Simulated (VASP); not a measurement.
# MgF2 (rutile type) (P4_2/mnm) in VASP: notebook, part 3 of 3

VASP 6.6.1.

### Step 4. Single point, LDA (volume scaled by 0.62, partial waves polarizable)

INCAR reads:

```
SYSTEM = MgF2
ALGO = Normal ; EDIFF = 1E-6
ENCUT = 600 ; GGA_COMPAT = .FALSE.
ISIF = 2 ; ISMEAR = -1
LASPH = .TRUE. ; LCHARG = .FALSE.
LREAL = .FALSE. ; LWAVE = .FALSE.
NBANDS = 25 ; NELM = 120
PREC = Accurate ; SIGMA = 0.1
```

KPOINTS reads:

```
k-points
0
G
  7 7 10
  0 0 0
```

POSCAR reads:

```
MgF2
1.0
    3.8547912184      0.0000000000      0.0000000000
    0.0000000000      3.8547912184      0.0000000000
    0.0000000000      0.0000000000      2.6088001243
Mg F
2 4
Direct
    0.0000000000      0.0000000000      0.0000000000
    0.5000000000      0.5000000000      0.5000000000
    0.3005144129      0.3005144129      0.0000000000
    0.6994855871      0.6994855871      0.0000000000
    0.8005144129      0.1994855871      0.5000000000
    0.1994855871      0.8005144129      0.5000000000
```

Potentials or basis: VASP PAW LDA potentials, release 64 (Mg, F).

Command:

```console
> cat potpaw_LDA.64/Mg/POTCAR potpaw_LDA.64/F/POTCAR > POTCAR
> mpirun -np 1 vasp_std > vasp.out
```

OUTCAR:

```text
SYSTEM = MgF2
   EDIFF = 1E-6
   ENCUT = 600
   ISIF = 2
   ISMEAR = -1
   LASPH = .TRUE.
   LREAL = .FALSE.
   NELM = 120
   PREC = Accurate

 ion  position               nearest neighbor table
   1  0.000  0.000  0.000-   3 1.64   4 1.64   5 1.70   6 1.70   5 1.70   6 1.70   2 3.02   2 3.02
                             2 3.02   2 3.02   2 3.02   2 3.02   2 3.02   2 3.02
   2  0.500  0.500  0.500-   5 1.64   6 1.64   3 1.70   4 1.70   3 1.70   4 1.70   1 3.02   1 3.02
                             1 3.02   1 3.02   1 3.02   1 3.02   1 3.02   1 3.02
   3  0.301  0.301  0.000-   1 1.64   2 1.70   2 1.70
   4  0.699  0.699  0.000-   1 1.64   2 1.70   2 1.70
   5  0.801  0.199  0.500-   2 1.64   1 1.70   1 1.70
   6  0.199  0.801  0.500-   2 1.64   1 1.70   1 1.70

  LATTYP: Found a simple tetragonal cell.
 ALAT       =     3.8547912184
 C/A-ratio  =     0.6767682026

  Lattice vectors:

 A1 = (   3.8547912184,   0.0000000000,   0.0000000000)
 A2 = (   0.0000000000,   3.8547912184,   0.0000000000)
 A3 = (   0.0000000000,   0.0000000000,   2.6088001243)

Analysis of symmetry for initial positions (statically):
=====================================================================
 Subroutine PRICEL returns:
 Original cell was already a primitive cell.

 Routine SETGRP: Setting up the symmetry group for a
 simple tetragonal supercell.

 Subroutine GETGRP returns: Found 16 space group operations
 (whereof  8 operations were pure point group operations)
 out of a pool of 16 trial point group operations.

The static configuration has the point symmetry D_2h.
 The point group associated with its full space group is D_4h.

Analysis of symmetry for dynamics (positions and initial velocities):
=====================================================================
 Subroutine PRICEL returns:
 Original cell was already a primitive cell.

 Routine SETGRP: Setting up the symmetry group for a
 simple tetragonal supercell.

 Subroutine GETGRP returns: Found 16 space group operations
 (whereof  8 operations were pure point group operations)
 out of a pool of 16 trial point group operations.

The dynamic configuration has the point symmetry D_2h.
 The point group associated with its full space group is D_4h.

 Subroutine INISYM returns: Found 16 space group operations
 (whereof  8 operations are pure point group operations),
 and found     1 'primitive' translations

----------------------------------------------------------------------------------------

                                     Primitive cell

  volume of cell :      38.7652

  direct lattice vectors                    reciprocal lattice vectors
     3.854791218  0.000000000  0.000000000     0.259417422  0.000000000  0.000000000
     0.000000000  3.854791218  0.000000000     0.000000000  0.259417422  0.000000000
     0.000000000  0.000000000  2.608800124     0.000000000  0.000000000  0.383317982

  length of vectors
     3.854791218  3.854791218  2.608800124     0.259417422  0.259417422  0.383317982

  position of ions in fractional coordinates (direct lattice)
     0.000000000  0.000000000  0.000000000
     0.500000000  0.500000000  0.500000000
     0.300514413  0.300514413  0.000000000
     0.699485587  0.699485587  0.000000000
     0.800514413  0.199485587  0.500000000
     0.199485587  0.800514413  0.500000000

[... 39 lines left out ...]
  0.285714  0.000000  0.000000      4.000000
  0.428571  0.000000  0.000000      4.000000
  0.142857  0.142857  0.000000      4.000000
  0.285714  0.142857  0.000000      8.000000
[... 16 lines left out ...]
  0.285714  0.000000  0.200000      8.000000
  0.428571  0.000000  0.200000      8.000000
 [... further k-points ...]
   k-points           NKPTS =     60   k-points in BZ     NKDIM =     60   number of bands    NBANDS=     25
   number of dos      NEDOS =    301   number of ions     NIONS =      6
   total plane-waves  NPLWV =  24576
   dimension x,y,z NGX =    32 NGY =   32 NGZ =   24
   dimension x,y,z NGXF=    64 NGYF=   64 NGZF=   48
   ions per type =               2   4
   NGX,Y,Z   is equivalent  to a cutoff of  13.80, 13.80, 15.29 a.u.
   NGXF,Y,Z  is equivalent  to a cutoff of  27.60, 27.60, 30.59 a.u.
 SYSTEM =  MgF2
   PREC   = accura    normal or accurate (medium, high low for compatibility)
   ISTART =      0    job   : 0-new  1-cont  2-samecut
   ICHARG =      2    charge: 1-file 2-atom 10-const
   ISPIN  =      1    spin polarized calculation?
   LNONCOLLINEAR =      F non collinear calculations
   LSORBIT =      F    spin-orbit coupling
   LASPH  =      T    aspherical Exc in radial PAW
   ENCUT  =  600.0 eV  44.10 Ry    6.64 a.u.   7.70  7.70  5.21*2*pi/ulx,y,z
   NELM   =    120;   NELMIN=  2; NELMDL= -5     # of ELM steps
   EDIFF  = 0.1E-05   stopping-criterion for ELM
   LREAL  =      F    real-space projection
   EDIFFG = 0.1E-04   stopping-criterion for IOM
   NSW    =      0    number of steps for IOM
   IBRION =     -1    ionic relax: 0-MD 1-quasi-New 2-CG
   NFREE  =      0    steps in history (QN), initial steepest desc. (CG)
   ISIF   =      2    stress and relaxation
   ISYM   =      2    0-nonsym 1-usesym 2-fastsym
   POTIM  = 0.5000    time-step for ionic-motion
   TEBEG  =    0.0;   TEEND  =   0.0 temperature during run
   PSTRESS=    0.0 pullay stress
   NELECT =      32.0000    total number of electrons
   NUPDOWN=      -1.0000    fix difference up-down
   EMIN   =  10.00;   EMAX   =-10.00  energy-range for DOS
   EFERMI =   0.00;   METHOD = LEGACY
   ISMEAR =    -1;   SIGMA  =   0.10  broadening in eV -4-tet -1-fermi 0-gaus
   EFERMI_NEDOS =   21; number of points for ismear=-14 and -15
   IALGO  =     38    algorithm
   IMIX   =      4    mixing-type and parameters
     AMIX     =   0.40;   BMIX     =  1.00
     AMIX_MAG =   1.60;   BMIX_MAG =  1.00
  volume/ion in A,a.u.               =       6.46        43.60
  Fermi-wavevector in a.u.,A,eV,Ry     =   1.535715  2.902081 32.088263  2.358421
  Thomas-Fermi vector in A             =   2.642465
   LORBIT       =      0    0 simple, 1 ext, 2 COOP (PROOUT), +10 PAW based schemes
   GGA     = CA    functional components
   LHFCALC =     F    Hartree Fock is set to
   AEXX    =    0.0000 exact exchange contribution
   IVDW    =     0    specifies the selected vdW correction
   LEPSILON=     F    determine dielectric tensor
   LRPA    =     F    only Hartree local field effects (RPA)
 non-spin polarized calculation
  energy-cutoff  :      600.00
  volume of cell :       38.77
 maximum number of plane-waves:      1314
 NGX is ok and might be reduce to    32

 number of electron      32.0000007 magnetization

 Free energy of the ion-electron system (eV)
  ---------------------------------------------------
  ext. energy  EPLUGINS =         0.00000000
  ---------------------------------------------------
  free energy    TOTEN  =       -27.72731839 eV

  energy without entropy =      -27.72731839  energy(sigma->0) =      -27.72731839

 E-fermi :   4.9350     XC(G=0): -13.2721

 val. band max:        2.8890168958   @ k =   0.0000   0.0000   0.0000
 cond. band min:      13.9597339603   @ k =   0.0000   0.0000   0.0000
 fundamental gap:     11.0707170645
 Fermi energy:         4.9349946954

 k-point     1 :       0.0000    0.0000    0.0000
  band No.  band energies     occupation
      1     -20.3777      2.00000
      2     -17.7855      2.00000
      3     -17.7855      2.00000
      4     -17.6082      2.00000
      5      -3.6396      2.00000
      6      -2.8107      2.00000
[... 661 lines left out ...]
     24      25.6520      0.00000
     25      26.0824      0.00000

 [... further k-points ...]

------------------------ aborting loop because EDIFF is reached ----------------------------------------

  FORCE on cell =-STRESS in cart. coord.  units (eV):
  Direction    XX          YY          ZZ          XY          YZ          ZX
  --------------------------------------------------------------------------------------
  -------------------------------------------------------------------------------------
  Total       37.9118145     37.9118145     37.6888579     -0.0000000      0.0000000      0.0000000
  in kB     1566.9048509   1566.9048509   1557.6899975     -0.0000000      0.0000000      0.0000000
  external PRESSURE =    1563.8332331 kB  Pullay stress =       0.0000000 kB

 VOLUME and BASIS-vectors are now :
 -----------------------------------------------------------------------------
  energy-cutoff  :      600.00
  volume of cell :       38.77
      direct lattice vectors                 reciprocal lattice vectors
     3.854791218  0.000000000  0.000000000     0.259417422  0.000000000  0.000000000
     0.000000000  3.854791218  0.000000000     0.000000000  0.259417422  0.000000000
     0.000000000  0.000000000  2.608800124     0.000000000  0.000000000  0.383317982

 POSITION                                       TOTAL-FORCE (eV/Angst)
 -----------------------------------------------------------------------------------
      0.00000      0.00000      0.00000         0.000000     -0.000000     -0.000000
      1.92740      1.92740      1.30440         0.000000     -0.000000     -0.000000
      1.15842      1.15842      0.00000         0.067987      0.067987     -0.000000
      2.69637      2.69637      0.00000        -0.067987     -0.067987      0.000000
      3.08582      0.76898      1.30440         0.067987     -0.067987      0.000000
      0.76898      3.08582      1.30440        -0.067987      0.067987     -0.000000
 -----------------------------------------------------------------------------------
    total drift:                                0.000000     -0.000000      0.000000

  FREE ENERGIE OF THE ION-ELECTRON SYSTEM (eV)
  ---------------------------------------------------
  free  energy   TOTEN  =       -27.7273183884 eV

  energy  without entropy=      -27.7273183883  energy(sigma->0) =      -27.72731839
```

It took 24 s on 1 thread of AMD EPYC 9R45 (Zen 5), shared host; peak memory 0.15 GiB.

What came out:

```yaml
Free_energy: -27.7273 eV
Pressure: 156.4 GPa
Largest_force: 0.096 eV/Å
Band_gap_on_the_k_mesh: 11.07 eV, direct
```

Forces in eV/Å, atoms in the order of the input:
```
Mg   0.000  0.000  0.000
Mg   0.000  0.000  0.000
F    0.068  0.068  0.000
F   -0.068 -0.068  0.000
F    0.068 -0.068  0.000
F   -0.068  0.068  0.000
```

Stress tensor (GPa, compression positive):
```
156.69   0.00   0.00
  0.00 156.69   0.00
  0.00   0.00 155.77
```

Caveat: the cell differs from its parent crystal (volume scaled by 0.62, partial waves polarizable). A k mesh can miss the band edges.

### Step 5. Single point, LDA

This run uses another cell than the first one, of 7.50 Å³/atom, 1.161 times its volume.

INCAR reads:

```
PREC     = Accurate       # precision mode
ENCUT    = 600            # plane-wave cutoff, eV
EDIFF    = 1E-6           # SCF threshold, eV
ISMEAR   = -1             # smearing method
SIGMA    = 0.1            # smearing width, eV
LREAL    = F              # projectors in reciprocal space
LASPH    = T              # aspherical terms in the spheres
NELM     = 120            # most SCF steps
ALGO     = Normal         # electronic algorithm
ISIF     = 2              # what is computed and relaxed
LWAVE    = F              # write WAVECAR
LCHARG   = F              # write CHGCAR
GGA      = CA             # functional
NBANDS   = 25             # bands
GGA_COMPAT= F
```

KPOINTS reads:

```
regular mesh
0
Gamma
  7 7 10
```

POSCAR reads:

```
MgF2
1.0
    4.0608321634      0.0000000000      0.0000000000
    0.0000000000      4.0608321634      0.0000000000
    0.0000000000      0.0000000000      2.7299409611
Mg F
2 4
Direct
    0.0000000000      0.0000000000      0.0000000000
    0.5000000000      0.5000000000      0.5000000000
    0.3006145910      0.3006145910      0.0000000000
    0.6993854090      0.6993854090      0.0000000000
    0.8006145910      0.1993854090      0.5000000000
    0.1993854090      0.8006145910      0.5000000000
```

Potentials or basis: VASP PAW LDA potentials, release 64 (Mg, F).

Command:

```console
> cat potpaw_LDA.64/Mg/POTCAR potpaw_LDA.64/F/POTCAR > POTCAR
> mpirun -np 1 vasp_std > vasp.out
```

OUTCAR:

```text
PREC = Accurate
   ENCUT = 600
   EDIFF = 1E-6
   ISMEAR = -1
   LREAL = F
   LASPH = T
   NELM = 120
   ISIF = 2
   GGA = CA

 ion  position               nearest neighbor table
   1  0.000  0.000  0.000-   3 1.73   4 1.73   5 1.78   6 1.78   5 1.78   6 1.78   2 3.18   2 3.18
                             2 3.18   2 3.18   2 3.18   2 3.18   2 3.18   2 3.18
   2  0.500  0.500  0.500-   5 1.73   6 1.73   3 1.78   4 1.78   3 1.78   4 1.78   1 3.18   1 3.18
                             1 3.18   1 3.18   1 3.18   1 3.18   1 3.18   1 3.18
[... 884 lines left out ...]
  -------------------------------------------------------------------------------------
  Total       21.2336881     21.2336881     21.0734439     -0.0000000      0.0000000      0.0000000
  in kB      755.7056719    755.7056719    750.0025904     -0.0000000      0.0000000      0.0000000
  external PRESSURE =     753.8046447 kB  Pullay stress =       0.0000000 kB

 VOLUME and BASIS-vectors are now :
 -----------------------------------------------------------------------------
  energy-cutoff  :      600.00
  volume of cell :       45.02
      direct lattice vectors                 reciprocal lattice vectors
     4.060832163  0.000000000  0.000000000     0.246254945  0.000000000  0.000000000
     0.000000000  4.060832163  0.000000000     0.000000000  0.246254945  0.000000000
     0.000000000  0.000000000  2.729940961     0.000000000  0.000000000  0.366308288

 POSITION                                       TOTAL-FORCE (eV/Angst)
 -----------------------------------------------------------------------------------
      0.00000      0.00000      0.00000         0.000000      0.000000      0.000000
      2.03042      2.03042      1.36497         0.000000      0.000000      0.000000
      1.22075      1.22075      0.00000         0.033618      0.033618     -0.000000
      2.84009      2.84009      0.00000        -0.033618     -0.033618      0.000000
      3.25116      0.80967      1.36497         0.033618     -0.033618      0.000000
      0.80967      3.25116      1.36497        -0.033618      0.033618     -0.000000
 -----------------------------------------------------------------------------------
    total drift:                                0.000000     -0.000000      0.000000

  FREE ENERGIE OF THE ION-ELECTRON SYSTEM (eV)
  ---------------------------------------------------
  free  energy   TOTEN  =       -32.1159913805 eV

  energy  without entropy=      -32.1159913803  energy(sigma->0) =      -32.11599138
```

It took 24 s on 1 thread of AMD EPYC 9R45 (Zen 5), shared host; peak memory 0.16 GiB.

Results:

| Quantity | Value |
| --- | --- |
| Free energy | -32.1160 eV |
| Pressure | 75.4 GPa |
| Largest force | 0.048 eV/Å |
| Band gap on the k mesh | 9.70 eV, direct |

Forces on the atoms (eV/Å):
```
Mg   0.000  0.000  0.000
Mg   0.000  0.000  0.000
F    0.034  0.034  0.000
F   -0.034 -0.034  0.000
F    0.034 -0.034  0.000
F   -0.034  0.034  0.000
```

Stress tensor (GPa, compression positive):
```
75.57  0.00  0.00
 0.00 75.57  0.00
 0.00  0.00 75.00
```

Levels at points of the mesh, in eV from the valence-band top:
```
           k point  band 13  band 14  band 15  band 16  band 17  band 18  band 19  band 20
(0.00, 0.00, 0.00)    -0.81    -0.32    -0.32     0.00     9.70    14.43    14.43    14.70
(0.00, 0.00, 0.50)    -1.88    -1.88    -1.42    -1.42    14.68    14.68    17.20    17.20
```

A k mesh can miss the band edges. Expect the measured gap to be larger: semilocal functionals such as LDA lack the derivative discontinuity.

### Step 6. Single point, LDA

INCAR reads:

```
  PREC = Accurate
  ENCUT = 600
  EDIFF = 1E-6
  ISMEAR = -1
  SIGMA = 0.1
  LREAL = False
  LASPH = True
  NELM = 120
  ALGO = Normal
  ISIF = 2
  LWAVE = False
  LCHARG = False
  NBANDS = 25
  GGA_COMPAT = False
```

KPOINTS reads:

```
Automatic mesh
0
Gamma
  7 7 10
```

POSCAR is that of step 5.

Potentials or basis: VASP PAW LDA potentials, release 64 (Mg, F).

Command:

```console
> cat potpaw_LDA.64/Mg/POTCAR potpaw_LDA.64/F/POTCAR > POTCAR
> mpirun -np 1 vasp_std > vasp.out
```

Run time: 26 s. Hardware: 1 thread of AMD EPYC 9R45 (Zen 5), shared host; peak memory 0.16 GiB.

It converged, with:

- Free energy: -32.1160 eV
- Pressure: 75.4 GPa
- Largest force: 0.048 eV/Å
- Band gap on the k mesh: 9.70 eV, direct

Forces on the atoms (eV/Å):
```
Mg   0.000  0.000  0.000
Mg   0.000  0.000  0.000
F    0.034  0.034  0.000
F   -0.034 -0.034  0.000
F    0.034 -0.034  0.000
F   -0.034  0.034  0.000
```

Stress tensor (GPa, compression positive):
```
75.57  0.00  0.00
 0.00 75.57  0.00
 0.00  0.00 75.00
```

Levels at points of the mesh, in eV from the valence-band top:
| k point | band 14 | band 15 | band 16 | band 17 | band 18 | band 19 |
| --- | --- | --- | --- | --- | --- | --- |
| (0.00, 0.00, 0.00) | -0.32 | -0.32 | 0.00 | 9.70 | 14.43 | 14.43 |
| (0.00, 0.00, 0.50) | -1.88 | -1.42 | -1.42 | 14.68 | 14.68 | 17.20 |
